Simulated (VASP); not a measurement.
# AlGa2P3 (P6_3mc) in VASP: further runs

The runs below take AlGa2P3 through single point, relaxation of cell and atoms, with PBE.

Everything below comes from runs of VASP 6.6.1. Logs are shortened: lines on timing, memory, paths and dates and some standing lists are left out, and cuts for length are marked.

## 1. The cell of the first run

It takes space group P6_3mc (No. 186, hexagonal). Conventional cell: a = 3.749 Å, b = 3.749 Å, c = 18.539 Å, α = 90.00°, β = 90.00°, γ = 120.00°. Al (site symmetry 3m) has 4 P at 2.30 to 2.31 Å within 3.0 Å. Within 3.0 Å of Ga (site symmetry 3m) lie 4 P at 2.30 to 2.31 Å. Ga (site symmetry 3m) has 4 P at 2.30 to 2.31 Å within 3.0 Å. P (site symmetry 3m) has 3 Al at 2.30 Å and 1 Ga at 2.31 Å within 3.0 Å. P (site symmetry 3m) has 4 Ga at 2.30 to 2.31 Å within 3.0 Å. P (site symmetry 3m) has 3 Ga at 2.30 Å and 1 Al at 2.31 Å within 3.0 Å.

## 2. Single point, PBE

The input, INCAR:

```
SYSTEM = AlGa2P3
PREC = Accurate
ENCUT = 520
EDIFF = 1E-6
ISMEAR = 0
SIGMA = 0.1
LREAL = .False.
LASPH = .True.
NELM = 80
ALGO = Normal
ISIF = 2
LWAVE = .False.
LCHARG = .False.
GGA = PE
NBANDS = 56
```

The input, KPOINTS:

```
regular mesh
0
Gamma
  6 6 1
  0 0 0
```

The input, POSCAR:

```
AlGa2P3
1.0
    3.7488009400      0.0000000000      0.0000000000
   -1.8744004700      3.2465568400      0.0000000000
    0.0000000000      0.0000000000     18.5392832900
Al Ga P
2 4 6
Direct
    0.6666666700      0.3333333300      0.8333514900
    0.3333333300      0.6666666700      0.3333514900
    0.6666666700      0.3333333300      0.1666848300
    0.6666666700      0.3333333300      0.5000181600
    0.3333333300      0.6666666700      0.0000181600
    0.3333333300      0.6666666700      0.6666848300
    0.6666666700      0.3333333300      0.2913151800
    0.6666666700      0.3333333300      0.6246485100
    0.6666666700      0.3333333300      0.9579818400
    0.3333333300      0.6666666700      0.1246485100
    0.3333333300      0.6666666700      0.4579818400
    0.3333333300      0.6666666700      0.7913151800
```

Potentials or basis: VASP PAW PBE potentials, release 64 (Al, Ga_d, P).

Command:

```
cat potpaw_PBE.64/Al/POTCAR potpaw_PBE.64/Ga_d/POTCAR potpaw_PBE.64/P/POTCAR > POTCAR
mpirun -np 1 vasp_std > vasp.out
```

OUTCAR:

```text
SYSTEM = AlGa2P3
   PREC = Accurate
   ENCUT = 520
   EDIFF = 1E-6
   ISMEAR = 0
   LREAL = .False.
   LASPH = .True.
   NELM = 80
   ISIF = 2
   GGA = PE

 ion  position               nearest neighbor table
   1  0.667  0.333  0.833-  12 2.30  12 2.30  12 2.30   9 2.31
   2  0.333  0.667  0.333-   7 2.30   7 2.30   7 2.30  11 2.31
   3  0.667  0.333  0.167-  10 2.30  10 2.30  10 2.30   7 2.31
   4  0.667  0.333  0.500-  11 2.30  11 2.30  11 2.30   8 2.31
   5  0.333  0.667  0.000-   9 2.30   9 2.30   9 2.30  10 2.31
   6  0.333  0.667  0.667-   8 2.30   8 2.30   8 2.30  12 2.31
   7  0.667  0.333  0.291-   2 2.30   2 2.30   2 2.30   3 2.31
   8  0.667  0.333  0.625-   6 2.30   6 2.30   6 2.30   4 2.31
   9  0.667  0.333  0.958-   5 2.30   5 2.30   5 2.30   1 2.31
  10  0.333  0.667  0.125-   3 2.30   3 2.30   3 2.30   5 2.31
  11  0.333  0.667  0.458-   4 2.30   4 2.30   4 2.30   2 2.31
  12  0.333  0.667  0.791-   1 2.30   1 2.30   1 2.30   6 2.31

  LATTYP: Found a hexagonal cell.
 ALAT       =     3.7488009400
 C/A-ratio  =     4.9453901625

  Lattice vectors:

 A1 = (   3.7488009400,   0.0000000000,   0.0000000000)
 A2 = (  -1.8744004700,   3.2465568400,   0.0000000000)
 A3 = (   0.0000000000,   0.0000000000,  18.5392832900)

Analysis of symmetry for initial positions (statically):
=====================================================================
 Subroutine PRICEL returns:
 Original cell was already a primitive cell.

 Routine SETGRP: Setting up the symmetry group for a
 hexagonal supercell.

 Subroutine GETGRP returns: Found 12 space group operations
 (whereof  6 operations were pure point group operations)
 out of a pool of 24 trial point group operations.

The static configuration has the point symmetry C_3v.
 The point group associated with its full space group is C_6v.

Analysis of symmetry for dynamics (positions and initial velocities):
=====================================================================
 Subroutine PRICEL returns:
 Original cell was already a primitive cell.

 Routine SETGRP: Setting up the symmetry group for a
 hexagonal supercell.

 Subroutine GETGRP returns: Found 12 space group operations
 (whereof  6 operations were pure point group operations)
 out of a pool of 24 trial point group operations.

The dynamic configuration has the point symmetry C_3v.
 The point group associated with its full space group is C_6v.

 Subroutine INISYM returns: Found 12 space group operations
 (whereof  6 operations are pure point group operations),
 and found     1 'primitive' translations

----------------------------------------------------------------------------------------

                                     Primitive cell

  volume of cell :     225.6360

  direct lattice vectors                    reciprocal lattice vectors
     3.748800940  0.000000000  0.000000000     0.266751960  0.154009317  0.000000000
    -1.874400470  3.246556840  0.000000000     0.000000000  0.308018633  0.000000000
     0.000000000  0.000000000 18.539283290     0.000000000  0.000000000  0.053939518

  length of vectors
     3.748800940  3.748800933 18.539283290     0.308018633  0.308018633  0.053939518

  position of ions in fractional coordinates (direct lattice)
     0.666666670  0.333333330  0.833351490
     0.333333330  0.666666670  0.333351490
     0.666666670  0.333333330  0.166684830
     0.666666670  0.333333330  0.500018160
     0.333333330  0.666666670  0.000018160
     0.333333330  0.666666670  0.666684830
     0.666666670  0.333333330  0.291315180
     0.666666670  0.333333330  0.624648510
     0.666666670  0.333333330  0.957981840
     0.333333330  0.666666670  0.124648510
     0.333333330  0.666666670  0.457981840
     0.333333330  0.666666670  0.791315180

  ion indices of the primitive-cell ions
   primitive index   ion index
                 1           1
                 2           2
                 3           3
                 4           4
                 5           5
                 6           6
                 7           7
                 8           8
                 9           9
                10          10
                11          11
                12          12

----------------------------------------------------------------------------------------

 KPOINTS: regular mesh

Automatic generation of k-mesh.
 Grid dimensions read from file:
 generate k-points for:    6    6    1

 Generating k-lattice:

  Cartesian coordinates                     Fractional coordinates (reciprocal lattice)
     0.044458660  0.025668219  0.000000000     0.166666667  0.000000000  0.000000000
     0.000000000  0.051336439  0.000000000     0.000000000  0.166666667  0.000000000
     0.000000000  0.000000000  0.053939518     0.000000000  0.000000000  1.000000000

  Length of vectors
     0.051336439  0.051336439  0.053939518

  Shift w.r.t. Gamma in fractional coordinates (k-lattice)
     0.000000000  0.000000000  0.000000000

[... 39 lines left out ...]
   ISYM   =      2    0-nonsym 1-usesym 2-fastsym
   POTIM  = 0.5000    time-step for ionic-motion
   TEBEG  =    0.0;   TEEND  =   0.0 temperature during run
   PSTRESS=    0.0 pullay stress
   NELECT =      88.0000    total number of electrons
   NUPDOWN=      -1.0000    fix difference up-down
   EMIN   =  10.00;   EMAX   =-10.00  energy-range for DOS
   EFERMI =   0.00;   METHOD = LEGACY
   ISMEAR =     0;   SIGMA  =   0.10  broadening in eV -4-tet -1-fermi 0-gaus
   EFERMI_NEDOS =   21; number of points for ismear=-14 and -15
   IALGO  =     38    algorithm
   IMIX   =      4    mixing-type and parameters
     AMIX     =   0.40;   BMIX     =  1.00
     AMIX_MAG =   1.60;   BMIX_MAG =  1.00
  volume/ion in A,a.u.               =      18.80       126.89
  Fermi-wavevector in a.u.,A,eV,Ry     =   1.196097  2.260295 19.465137  1.430647
  Thomas-Fermi vector in A             =   2.332046
   LORBIT       =      0    0 simple, 1 ext, 2 COOP (PROOUT), +10 PAW based schemes
   GGA     = PE    functional components
   LHFCALC =     F    Hartree Fock is set to
   AEXX    =    0.0000 exact exchange contribution
   IVDW    =     0    specifies the selected vdW correction
   LEPSILON=     F    determine dielectric tensor
   LRPA    =     F    only Hartree local field effects (RPA)
 non-spin polarized calculation
 Gauss-broadening in eV      SIGMA  =   0.10
  energy-cutoff  :      520.00
  volume of cell :      225.64
 maximum number of plane-waves:      6104
 NGX is ok and might be reduce to    28
   NGX = 13   NGY = 13   NGZ = 69

 number of electron      88.0000019 magnetization

 Free energy of the ion-electron system (eV)
  ---------------------------------------------------
  ext. energy  EPLUGINS =         0.00000000
  ---------------------------------------------------
  free energy    TOTEN  =       -56.36628613 eV

  energy without entropy =      -56.36628613  energy(sigma->0) =      -56.36628613

 E-fermi :   6.0095     XC(G=0):  -9.9478

 val. band max:        5.5410695119   @ k =   0.0000   0.0000   0.0000
 cond. band min:       6.9096192308   @ k =   0.5000  -0.0000   0.0000
 fundamental gap:      1.3685497189
 Fermi energy:         6.0094618575

 k-point     1 :       0.0000    0.0000    0.0000
  band No.  band energies     occupation
      1      -9.2211      2.00000
      2      -9.2207      2.00000
      3      -9.1655      2.00000
      4      -9.1646      2.00000
      5      -9.1266      2.00000
      6      -9.1266      2.00000
[... 48 lines left out ...]
     55       9.7731      0.00000
     56       9.8163      0.00000

 k-point     2 :       0.1667   -0.0000    0.0000
  band No.  band energies     occupation
      1      -9.2297      2.00000
      2      -9.2293      2.00000
      3      -9.1735      2.00000
      4      -9.1709      2.00000
      5      -9.1380      2.00000
      6      -9.1352      2.00000
[... 288 lines left out ...]
  band No.  band energies     occupation
      1      -9.2560      2.00000
      2      -9.2560      2.00000
      3      -9.2243      2.00000
      4      -9.2243      2.00000
      5      -9.1142      2.00000
      6      -9.1142      2.00000
[... 48 lines left out ...]
     55      11.9440      0.00000
     56      12.0564      0.00000

------------------------ aborting loop because EDIFF is reached ----------------------------------------

  FORCE on cell =-STRESS in cart. coord.  units (eV):
  Direction    XX          YY          ZZ          XY          YZ          ZX
  --------------------------------------------------------------------------------------
  -------------------------------------------------------------------------------------
  Total       14.4803476     14.4803475     14.4496647      0.0000000     -0.0000000      0.0000000
  in kB      102.8208614    102.8208609    102.6029906      0.0000000     -0.0000000      0.0000000
  external PRESSURE =     102.7482376 kB  Pullay stress =       0.0000000 kB

 VOLUME and BASIS-vectors are now :
 -----------------------------------------------------------------------------
  energy-cutoff  :      520.00
  volume of cell :      225.64
      direct lattice vectors                 reciprocal lattice vectors
     3.748800940  0.000000000  0.000000000     0.266751960  0.154009317  0.000000000
    -1.874400470  3.246556840  0.000000000     0.000000000  0.308018633  0.000000000
     0.000000000  0.000000000 18.539283290     0.000000000  0.000000000  0.053939518

 POSITION                                       TOTAL-FORCE (eV/Angst)
 -----------------------------------------------------------------------------------
      1.87440      1.08219     15.44974        -0.000000     -0.000000     -0.040658
     -0.00000      2.16437      6.18010         0.000000     -0.000000     -0.040658
      1.87440      1.08219      3.09022         0.000000     -0.000000      0.026353
      1.87440      1.08219      9.26998        -0.000000      0.000000      0.069824
     -0.00000      2.16437      0.00034         0.000000     -0.000000      0.069824
     -0.00000      2.16437     12.35986        -0.000000      0.000000      0.026353
      1.87440      1.08219      5.40077         0.000000      0.000000      0.008739
      1.87440      1.08219     11.58054         0.000000     -0.000000     -0.025136
      1.87440      1.08219     17.76030        -0.000000      0.000000     -0.039123
     -0.00000      2.16437      2.31089         0.000000      0.000000     -0.025136
     -0.00000      2.16437      8.49066         0.000000     -0.000000     -0.039123
     -0.00000      2.16437     14.67042        -0.000000     -0.000000      0.008739
 -----------------------------------------------------------------------------------
    total drift:                                0.000002     -0.000001      0.000163

  FREE ENERGIE OF THE ION-ELECTRON SYSTEM (eV)
  ---------------------------------------------------
  free  energy   TOTEN  =       -56.3662861350 eV

  energy  without entropy=      -56.3662861350  energy(sigma->0) =      -56.36628613
```

Run time: 1.7 min. Hardware: 1 thread of Intel Xeon Platinum 8259CL at 2.50GHz (Skylake/Cascade Lake), shared host; peak memory 0.34 GiB.

What came out:

* Free energy: -56.3663 eV
* Pressure: 10.3 GPa
* Largest force: 0.070 eV/Å
* Band gap on the k mesh: 1.37 eV (least direct gap 1.85 eV)

Forces on the atoms (eV/Å):
```
Al   0.000  0.000 -0.041
Al   0.000  0.000 -0.041
Ga   0.000  0.000  0.026
Ga   0.000  0.000  0.070
Ga   0.000  0.000  0.070
Ga   0.000  0.000  0.026
P    0.000  0.000  0.009
P    0.000  0.000 -0.025
P    0.000  0.000 -0.039
P    0.000  0.000 -0.025
P    0.000  0.000 -0.039
P    0.000  0.000  0.009
```

Caveat: the cell stands under pressure; an odd mesh through Γ misses points on the zone boundary, where band edges can lie.

## 3. Single point, PBE

This run uses another cell than the first one, of 20.87 Å³/atom.

The input, INCAR:

```
PREC = Accurate ; ENCUT = 520
EDIFF = 1E-6 ; ISMEAR = 0
SIGMA = 0.1 ; LREAL = F
LASPH = T ; NELM = 80
ALGO = Normal ; ISIF = 2
LWAVE = F ; LCHARG = F
GGA = PE ; NBANDS = 56
```

The input, KPOINTS:

```
Automatic mesh
0
Gamma
  6 6 1
```

The input, POSCAR:

```
AlGa2P3
1.0
    3.8831226795      0.0000000000      0.0000000000
   -1.9415613398      3.3628828865      0.0000000000
    0.0000000000      0.0000000000     19.1776970307
Al Ga P
2 4 6
Direct
    0.6666666667      0.3333333333      0.8329962980
    0.3333333333      0.6666666667      0.3329962980
    0.6666666667      0.3333333333      0.1667807533
    0.6666666667      0.3333333333      0.5000744371
    0.3333333333      0.6666666667      0.0000744371
    0.3333333333      0.6666666667      0.6667807533
    0.6666666667      0.3333333333      0.2916068122
    0.6666666667      0.3333333333      0.6247877114
    0.6666666667      0.3333333333      0.9577539980
    0.3333333333      0.6666666667      0.1247877114
    0.3333333333      0.6666666667      0.4577539980
    0.3333333333      0.6666666667      0.7916068122
```

Potentials or basis: VASP PAW PBE potentials, release 64 (Al, Ga_d, P).

Command:

```
cat potpaw_PBE.64/Al/POTCAR potpaw_PBE.64/Ga_d/POTCAR potpaw_PBE.64/P/POTCAR > POTCAR
mpirun -np 1 vasp_std > vasp.out
```

It took 2.2 min on 1 thread of Intel Xeon Platinum 8259CL at 2.50GHz (Skylake/Cascade Lake), shared host; peak memory 0.38 GiB.

The run converged. Its results:

- Free energy: -57.0970 eV
- Pressure: 0.0 GPa
- Largest force: 0.007 eV/Å
- Band gap on the k mesh: 1.42 eV (least direct gap 1.54 eV)

Forces on the atoms (eV/Å):
```
Al   0.000  0.000 -0.002
Al   0.000  0.000 -0.002
Ga   0.000  0.000 -0.002
Ga   0.000  0.000 -0.002
Ga   0.000  0.000 -0.002
Ga   0.000  0.000 -0.002
P    0.000  0.000  0.007
P    0.000  0.000  0.002
P    0.000  0.000 -0.003
P    0.000  0.000  0.002
P    0.000  0.000 -0.003
P    0.000  0.000  0.007
```

Levels at points of the mesh, in eV from the valence-band top:
| k point | band 41 | band 42 | band 43 | band 44 | band 45 | band 46 | band 47 | band 48 |
| --- | --- | --- | --- | --- | --- | --- | --- | --- |
| (0.00, 0.00, 0.00) | -0.23 | -0.18 | 0.00 | 0.00 | 1.54 | 1.70 | 1.76 | 2.58 |
| (0.50, 0.00, 0.00) | -1.60 | -1.56 | -1.49 | -1.07 | 1.42 | 1.61 | 1.91 | 1.96 |

Caveat: an odd mesh through Γ misses points on the zone boundary, where band edges can lie.

## 4. Relaxation of cell and atoms, PBE

The input, INCAR:

```
SYSTEM = AlGa2P3
PREC     = Accurate       ! precision mode
ENCUT    = 600            ! plane-wave cutoff, eV
EDIFF    = 1E-6           ! SCF threshold, eV
ISMEAR   = 0              ! smearing method
SIGMA    = 0.1            ! smearing width, eV
LREAL    = .False.        ! projectors in reciprocal space
LASPH    = .True.         ! aspherical terms in the spheres
NELM     = 80             ! most SCF steps
ALGO     = Normal         ! electronic algorithm
ISIF     = 3              ! what is computed and relaxed
LWAVE    = .False.        ! write WAVECAR
LCHARG   = .False.        ! write CHGCAR
GGA      = PE             ! functional
IBRION   = 2              ! ionic algorithm
NSW      = 90             ! ionic steps
EDIFFG   = -0.04          ! ionic threshold
```

The input, KPOINTS:

```
Automatic mesh
0
Gamma
  6 6 1
  0 0 0
```

The input, POSCAR:

```
AlGa2P3
1.0
    3.7488009400      0.0000000000      0.0000000000
   -1.8744004700      3.2465568400      0.0000000000
    0.0000000000      0.0000000000     18.5392832900
Al Ga P
2 4 6
Direct
    0.6666666700      0.3333333300      0.8333514900
    0.3333333300      0.6666666700      0.3333514900
    0.6666666700      0.3333333300      0.1666848300
    0.6666666700      0.3333333300      0.5000181600
    0.3333333300      0.6666666700      0.0000181600
    0.3333333300      0.6666666700      0.6666848300
    0.6666666700      0.3333333300      0.2913151800
    0.6666666700      0.3333333300      0.6246485100
    0.6666666700      0.3333333300      0.9579818400
    0.3333333300      0.6666666700      0.1246485100
    0.3333333300      0.6666666700      0.4579818400
    0.3333333300      0.6666666700      0.7913151800
```

Command:

```
cat potpaw_PBE.64/Al/POTCAR potpaw_PBE.64/Ga_d/POTCAR potpaw_PBE.64/P/POTCAR > POTCAR
mpirun -np 1 vasp_std > vasp.out
```

Wall time 8 min (1 thread of Intel Xeon Platinum 8259CL at 2.50GHz (Skylake/Cascade Lake), shared host); peak memory 0.44 GiB.

The run converged. Its results:

* Free energy: -57.0935 eV
* Relaxed volume: 20.84 Å³/atom
* Relaxed cell: a = 3.880 Å, b = 3.880 Å, c = 19.177 Å, α = 90.00°, β = 90.00°, γ = 120.00°
* Space group after relaxing (to 0.1 Å): P6_3mc (No. 186)
* Energy gained by relaxing: 60.6 meV/atom
* Ionic steps: 5
* Pressure after relaxing: 0.1 GPa
* Largest force after relaxing: 0.027 eV/Å
* Band gap on the k mesh: 1.42 eV (least direct gap 1.55 eV)

Forces on the atoms (eV/Å):
```
Al   0.000  0.000 -0.027
Al   0.000  0.000 -0.027
Ga   0.000  0.000  0.010
Ga   0.000  0.000 -0.009
Ga   0.000  0.000 -0.009
Ga   0.000  0.000  0.010
P    0.000  0.000  0.025
P    0.000  0.000  0.019
P    0.000  0.000 -0.017
P    0.000  0.000  0.019
P    0.000  0.000 -0.017
P    0.000  0.000  0.025
```

Stress tensor (GPa, compression positive):
```
0.17 0.00 0.00
0.00 0.17 0.00
0.00 0.00 0.06
```

The path:
| step | energy change (eV) | largest force (eV/Å) | pressure (GPa) | volume (Å³) |
| --- | --- | --- | --- | --- |
| 1 | 0.0000 | 0.0699 | 10.28 | 225.64 |
| 2 | -0.4780 | 0.1122 | -4.52 | 267.35 |
| 3 | -0.7262 | 0.0753 | -0.02 | 250.53 |
| 4 | -0.7260 | 0.0741 | 0.15 | 250.01 |
| 5 | -0.7267 | 0.0275 | 0.14 | 250.04 |

Final structure:
```
Al Ga P
1.0
     3.88014    0.00000    0.00000
    -1.94007    3.36030    0.00000
     0.00000    0.00000   19.17708
Al Ga P
2 4 6
Cartesian
  1.9401 1.1201 15.9773
  0.0000 2.2402 6.3888
  1.9401 1.1201 3.1966
  1.9401 1.1201 9.5910
  0.0000 2.2402 0.0025
  0.0000 2.2402 12.7851
  1.9401 1.1201 5.5901
  1.9401 1.1201 11.9795
  1.9401 1.1201 18.3689
  0.0000 2.2402 2.3909
  0.0000 2.2402 8.7804
  0.0000 2.2402 15.1787
```

Levels at points of the mesh, in eV from the valence-band top:
```
           k point  band 42  band 43  band 44  band 45  band 46  band 47
(0.00, 0.00, 0.00)    -0.19     0.00     0.00     1.55     1.71     1.77
(0.50, 0.00, 0.00)    -1.57    -1.49    -1.07     1.42     1.61     1.90
```

Caveat: an odd mesh through Γ misses points on the zone boundary, where band edges can lie.

## 5. Summary

| task | cell | cutoff (eV) | gap on the mesh (eV) | pressure (GPa) | largest force (eV/Å) |
| --- | --- | --- | --- | --- | --- |
| single point | a = 3.749, b = 3.749, c = 18.539 Å, angles 90.0, 90.0, 120.0°, 12 atoms | 520 | 1.37 | 10.3 | 0.07 |
| single point | a = 3.883, b = 3.883, c = 19.178 Å, angles 90.0, 90.0, 120.0°, 12 atoms | 520 | 1.42 | 0.0 | 0.01 |
| relaxation of cell and atoms | relaxed from a = 3.749, b = 3.749, c = 18.539 Å, angles 90.0, 90.0, 120.0°, 12 atoms | 600 | 1.42 | 0.1 | 0.03 |

Alike in all rows: level PBE; potentials or basis VASP PAW PBE potentials, release 64 (Al, Ga_d, P); no spin polarisation; k mesh 6 × 6 × 1; smearing gaussian 0.1 eV.

Caveats: an odd mesh through Γ misses points on the zone boundary, where band edges can lie; the cell stands under pressure (at least some runs).

Absolute energies hang on the potentials; compare differences alone.
